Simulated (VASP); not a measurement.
# Zn (Fm-3m) in VASP: a series of runs

The runs below take Zn through single point, relaxation of cell and atoms, with LDA.

Program: VASP 6.6.1. These are calculated values, not measurements. Logs are shortened: lines on timing, memory, paths and dates and some standing lists are left out, and cuts for length are marked.

## Step 1: The cell of the first run

Symmetry: Fm-3m, No. 225, cubic system. Conventional cell: a = 3.780 Å, b = 3.780 Å, c = 3.780 Å, α = 90.00°, β = 90.00°, γ = 90.00°. Zn (site symmetry m-3m) has 12 Zn at 2.67 Å within 3.5 Å.

This isn't the form of Zn at room conditions, which is hcp.

## Step 2: Single point, LDA

INCAR

```
SYSTEM = Zn
ALGO     = Normal         ! electronic algorithm
EDIFF    = 1E-6           ! SCF threshold, eV
ENCUT    = 520            ! plane-wave cutoff, eV
ISIF     = 2              ! what is computed and relaxed
ISMEAR   = 1              ! smearing method
LASPH    = .True.         ! aspherical terms in the spheres
LCHARG   = .False.        ! write CHGCAR
LREAL    = .False.        ! projectors in reciprocal space
LWAVE    = .False.        ! write WAVECAR
NBANDS   = 12             ! bands
NELM     = 80             ! most SCF steps
PREC     = Accurate       ! precision mode
SIGMA    = 0.1            ! smearing width, eV
```

KPOINTS

```
k-points
0
Gamma
  18 18 18
  0 0 0
```

POSCAR

```
Zn
1.0
    0.0000000000      1.8901067719      1.8901067719
    1.8901067719      0.0000000000      1.8901067719
    1.8901067719      1.8901067719      0.0000000000
Zn
1
Direct
    0.0000000000      0.0000000000      0.0000000000
```

Potentials or basis: VASP PAW LDA potentials, release 64 (Zn).

On the command line:

```sh
> cat potpaw_LDA.64/Zn/POTCAR > POTCAR
> mpirun -np 1 vasp_std > vasp.out
```

OUTCAR:

```text
SYSTEM = Zn
   EDIFF = 1E-6
   ENCUT = 520
   ISIF = 2
   ISMEAR = 1
   LASPH = .True.
   LREAL = .False.
   NELM = 80
   PREC = Accurate

 ion  position               nearest neighbor table
   1  0.000  0.000  0.000-

  LATTYP: Found a face centered cubic cell.
 ALAT       =     3.7802135438

  Lattice vectors:

 A1 = (   0.0000000000,   1.8901067719,   1.8901067719)
 A2 = (   1.8901067719,   0.0000000000,   1.8901067719)
 A3 = (   1.8901067719,   1.8901067719,   0.0000000000)

Analysis of symmetry for initial positions (statically):
=====================================================================
 Subroutine PRICEL returns:
 Original cell was already a primitive cell.

 Routine SETGRP: Setting up the symmetry group for a
 face centered cubic supercell.

 Subroutine GETGRP returns: Found 48 space group operations
 (whereof 48 operations were pure point group operations)
 out of a pool of 48 trial point group operations.

The static configuration has the point symmetry O_h .

Analysis of symmetry for dynamics (positions and initial velocities):
=====================================================================
 Subroutine PRICEL returns:
 Original cell was already a primitive cell.

 Routine SETGRP: Setting up the symmetry group for a
 face centered cubic supercell.

 Subroutine GETGRP returns: Found 48 space group operations
 (whereof 48 operations were pure point group operations)
 out of a pool of 48 trial point group operations.

The dynamic configuration has the point symmetry O_h .

 Subroutine INISYM returns: Found 48 space group operations
 (whereof 48 operations are pure point group operations),
 and found     1 'primitive' translations

----------------------------------------------------------------------------------------

                                     Primitive cell

  volume of cell :      13.5048

  direct lattice vectors                    reciprocal lattice vectors
     0.000000000  1.890106772  1.890106772    -0.264535320  0.264535320  0.264535320
     1.890106772  0.000000000  1.890106772     0.264535320 -0.264535320  0.264535320
     1.890106772  1.890106772  0.000000000     0.264535320  0.264535320 -0.264535320

  length of vectors
     2.673014631  2.673014631  2.673014631     0.458188615  0.458188615  0.458188615

  position of ions in fractional coordinates (direct lattice)
     0.000000000  0.000000000  0.000000000

  ion indices of the primitive-cell ions
   primitive index   ion index
                 1           1

----------------------------------------------------------------------------------------

 KPOINTS: k-points

Automatic generation of k-mesh.
 Grid dimensions read from file:
 generate k-points for:   18   18   18

 Generating k-lattice:

  Cartesian coordinates                     Fractional coordinates (reciprocal lattice)
    -0.014696407  0.014696407  0.014696407     0.055555556  0.000000000  0.000000000
     0.014696407 -0.014696407  0.014696407     0.000000000  0.055555556  0.000000000
     0.014696407  0.014696407 -0.014696407     0.000000000  0.000000000  0.055555556

  Length of vectors
     0.025454923  0.025454923  0.025454923

  Shift w.r.t. Gamma in fractional coordinates (k-lattice)
     0.000000000  0.000000000  0.000000000

 Subroutine IBZKPT returns following result:
 ===========================================

 Found    195 irreducible k-points:

 Following reciprocal coordinates:
            Coordinates               Weight
  0.000000  0.000000  0.000000      1.000000
  0.055556  0.000000  0.000000      8.000000
  0.111111  0.000000  0.000000      8.000000
  0.166667  0.000000  0.000000      8.000000
  0.222222  0.000000  0.000000      8.000000
  0.277778  0.000000  0.000000      8.000000
[... 16 lines left out ...]
 -0.277778  0.055556  0.000000     24.000000
 -0.222222  0.055556  0.000000     24.000000
 [... further k-points ...]
   k-points           NKPTS =    195   k-points in BZ     NKDIM =    195   number of bands    NBANDS=     12
   number of dos      NEDOS =    301   number of ions     NIONS =      1
   total plane-waves  NPLWV =   8000
   dimension x,y,z NGX =    20 NGY =   20 NGZ =   20
   dimension x,y,z NGXF=    40 NGYF=   40 NGZF=   40
   ions per type =               1
   NGX,Y,Z   is equivalent  to a cutoff of  12.44, 12.44, 12.44 a.u.
   NGXF,Y,Z  is equivalent  to a cutoff of  24.88, 24.88, 24.88 a.u.
 SYSTEM =  Zn
   PREC   = accura    normal or accurate (medium, high low for compatibility)
   ISTART =      0    job   : 0-new  1-cont  2-samecut
   ICHARG =      2    charge: 1-file 2-atom 10-const
   ISPIN  =      1    spin polarized calculation?
   LNONCOLLINEAR =      F non collinear calculations
   LSORBIT =      F    spin-orbit coupling
   LASPH  =      T    aspherical Exc in radial PAW
   ENCUT  =  520.0 eV  38.22 Ry    6.18 a.u.   4.97  4.97  4.97*2*pi/ulx,y,z
   NELM   =     80;   NELMIN=  2; NELMDL= -5     # of ELM steps
   EDIFF  = 0.1E-05   stopping-criterion for ELM
   LREAL  =      F    real-space projection
   EDIFFG = 0.1E-04   stopping-criterion for IOM
   NSW    =      0    number of steps for IOM
   IBRION =     -1    ionic relax: 0-MD 1-quasi-New 2-CG
   NFREE  =      0    steps in history (QN), initial steepest desc. (CG)
   ISIF   =      2    stress and relaxation
   ISYM   =      2    0-nonsym 1-usesym 2-fastsym
   POTIM  = 0.5000    time-step for ionic-motion
   TEBEG  =    0.0;   TEEND  =   0.0 temperature during run
   PSTRESS=    0.0 pullay stress
   NELECT =      12.0000    total number of electrons
   NUPDOWN=      -1.0000    fix difference up-down
   EMIN   =  10.00;   EMAX   =-10.00  energy-range for DOS
   EFERMI =   0.00;   METHOD = LEGACY
   ISMEAR =     1;   SIGMA  =   0.10  broadening in eV -4-tet -1-fermi 0-gaus
   EFERMI_NEDOS =   21; number of points for ismear=-14 and -15
   IALGO  =     38    algorithm
   IMIX   =      4    mixing-type and parameters
     AMIX     =   0.40;   BMIX     =  1.00
     AMIX_MAG =   1.60;   BMIX_MAG =  1.00
  volume/ion in A,a.u.               =      13.50        91.14
  Fermi-wavevector in a.u.,A,eV,Ry     =   1.573882  2.974206 33.703065  2.477105
  Thomas-Fermi vector in A             =   2.675100
   LORBIT       =      0    0 simple, 1 ext, 2 COOP (PROOUT), +10 PAW based schemes
   GGA     = CA    functional components
   LHFCALC =     F    Hartree Fock is set to
   AEXX    =    0.0000 exact exchange contribution
   IVDW    =     0    specifies the selected vdW correction
   LEPSILON=     F    determine dielectric tensor
   LRPA    =     F    only Hartree local field effects (RPA)
 non-spin polarized calculation
 Methfessel and Paxton  Order N= 1 SIGMA  =   0.10
  energy-cutoff  :      520.00
  volume of cell :       13.50
 maximum number of plane-waves:       375
   NGX =  9   NGY =  9   NGZ =  9

 number of electron      12.0000011 magnetization

 Free energy of the ion-electron system (eV)
  ---------------------------------------------------
  ext. energy  EPLUGINS =         0.00000000
  ---------------------------------------------------
  free energy    TOTEN  =        -1.84741472 eV

  energy without entropy =       -1.84703111  energy(sigma->0) =       -1.84728685

 E-fermi :   3.6697     XC(G=0): -12.5442

 val. band max:        3.6667093285   @ k =   0.4444   0.0000   0.0000
 cond. band min:       3.6724625169   @ k =  -0.3889   0.3889   0.0556
 fundamental gap:      0.0057531884
 Fermi energy:         3.6697093460

 k-point     1 :       0.0000    0.0000    0.0000
  band No.  band energies     occupation
      1      -7.5881      2.00000
      2      -4.2960      2.00000
      3      -4.2960      2.00000
      4      -4.2960      2.00000
      5      -3.8196      2.00000
      6      -3.8196      2.00000
      7      23.5297      0.00000
      8      23.5297      0.00000
      9      23.5297      0.00000
     10      23.6586      0.00000
     11      26.3229      0.00000
     12      26.3229      0.00000

 k-point     2 :       0.0556    0.0000    0.0000
  band No.  band energies     occupation
      1      -7.4869      2.00000
      2      -4.3063      2.00000
      3      -4.2827      2.00000
      4      -4.2827      2.00000
      5      -3.8237      2.00000
      6      -3.8237      2.00000
      7      21.5416      0.00000
      8      23.1748      0.00000
      9      23.1748      0.00000
     10      23.5983      0.00000
     11      26.8503      0.00000
     12      26.8503      0.00000

 k-point     3 :       0.1111    0.0000    0.0000
  band No.  band energies     occupation
      1      -7.1879      2.00000
      2      -4.3307      2.00000
      3      -4.2483      2.00000
      4      -4.2483      2.00000
      5      -3.8312      2.00000
      6      -3.8312      2.00000
      7      18.6285      0.00000
      8      22.5011      0.00000
      9      22.5011      0.00000
     10      23.5165      0.00000
     11      28.0392      0.00000
     12      28.0392      0.00000
[... 286 lines left out ...]
 k-point    23 :      -0.2778    0.0556    0.0000
  band No.  band energies     occupation
      1      -5.3805      2.00000
      2      -4.2301      2.00000
      3      -4.1990      2.00000
      4      -3.9452      2.00000
      5      -3.7464      2.00000
      6      -3.4164      2.00000
      7       9.6044      0.00000
      8      18.5387      0.00000
      9      21.9783      0.00000
     10      23.1621      0.00000
     11      25.2016      0.00000
     12      26.4856      0.00000

 k-point    24 :      -0.2222    0.0556    0.0000
  band No.  band energies     occupation
      1      -5.8308      2.00000
      2      -4.3017      2.00000
      3      -4.1755      2.00000
      4      -4.1668      2.00000
      5      -3.8321      2.00000
      6      -3.6573      2.00000
      7      12.1650      0.00000
      8      18.8250      0.00000
      9      22.6068      0.00000
     10      23.7005      0.00000
     11      26.1878      0.00000
     12      26.9331      0.00000

 [... further k-points ...]
[... 5 lines left out ...]
  --------------------------------------------------------------------------------------
  -------------------------------------------------------------------------------------
  Total        0.0648855      0.0648855      0.0648855     -0.0000000      0.0000000     -0.0000000
  in kB        7.6978465      7.6978465      7.6978465     -0.0000000      0.0000000     -0.0000000
  external PRESSURE =       7.6978465 kB  Pullay stress =       0.0000000 kB

 VOLUME and BASIS-vectors are now :
 -----------------------------------------------------------------------------
  energy-cutoff  :      520.00
  volume of cell :       13.50
      direct lattice vectors                 reciprocal lattice vectors
     0.000000000  1.890106772  1.890106772    -0.264535320  0.264535320  0.264535320
     1.890106772  0.000000000  1.890106772     0.264535320 -0.264535320  0.264535320
     1.890106772  1.890106772  0.000000000     0.264535320  0.264535320 -0.264535320

 POSITION                                       TOTAL-FORCE (eV/Angst)
 -----------------------------------------------------------------------------------
      0.00000      0.00000      0.00000         0.000000      0.000000      0.000000
 -----------------------------------------------------------------------------------
    total drift:                                0.000000      0.000000      0.000000

  FREE ENERGIE OF THE ION-ELECTRON SYSTEM (eV)
  ---------------------------------------------------
  free  energy   TOTEN  =        -1.8474147162 eV

  energy  without entropy=       -1.8470311095  energy(sigma->0) =       -1.84728685
```

It took 20 s on 1 thread of Intel Xeon Platinum 8488C (Sapphire Rapids), shared host; peak memory 0.14 GiB.

What came out:

* Free energy: -1.8474 eV
* Pressure: 0.8 GPa
* Band gap on the k mesh: zero (bands 6 and 7 overlap by 3.00 eV)

(Part 1 of 2 ends here.)
